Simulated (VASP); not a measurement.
Write the native input for VASP 6.6.1 that does the following.

```yaml
Task: single point
Functional: BLYP
Potentials_or_basis: VASP PAW PBE potentials, release 64 (Al)
Cutoff: 520 eV
k_mesh: 9 × 9 × 12
Occupations: fermi-dirac, width 0.1 eV
Spin: no spin polarisation
Dipole_correction: no
Further_INCAR_settings: ALGO = Normal; EDIFF = 1e-06; NBANDS = 12
```

The structure of Al lies in POSCAR:

```
Al
1.0
    4.6750765470      0.0000000000      0.0000000000
   -2.3375382735      4.0487350543      0.0000000000
    0.0000000000      0.0000000000      2.9312486692
Al
3
Direct
    0.0000000000      1.0000000000      0.0000000000
    0.3333333333      0.6666666667      0.5000000000
    0.6666666667      0.3333333333      0.5000000000
```

One way to write it, as run:

INCAR

```
  AGGAC = 1.0
  AGGAX = 1.0
  ALDAC = 0.0
  ALDAX = 1.0
  ALGO = Normal
  EDIFF = 1E-6
  ENCUT = 520
  GGA = B5
  ISIF = 2
  ISMEAR = -1
  LASPH = True
  LCHARG = False
  LREAL = False
  LWAVE = False
  NBANDS = 12
  NELM = 80
  PREC = Accurate
  SIGMA = 0.1
```

KPOINTS

```
k-points
0
Gamma
  9 9 12
```

Potentials or basis: VASP PAW PBE potentials, release 64 (Al).

Launch:

```sh
$ cat potpaw_PBE.64/Al/POTCAR > POTCAR
$ mpirun -np 1 vasp_std > vasp.out
```

Results of the run:

The pressure is 0.1 GPa.

Caveat: the PAW data sets were made with another functional, which shifts forces and pressure a little.

Wall time 29 s on 1 thread of Intel Xeon 6975P-C, with other jobs on the host, peak memory 0.19 GiB.
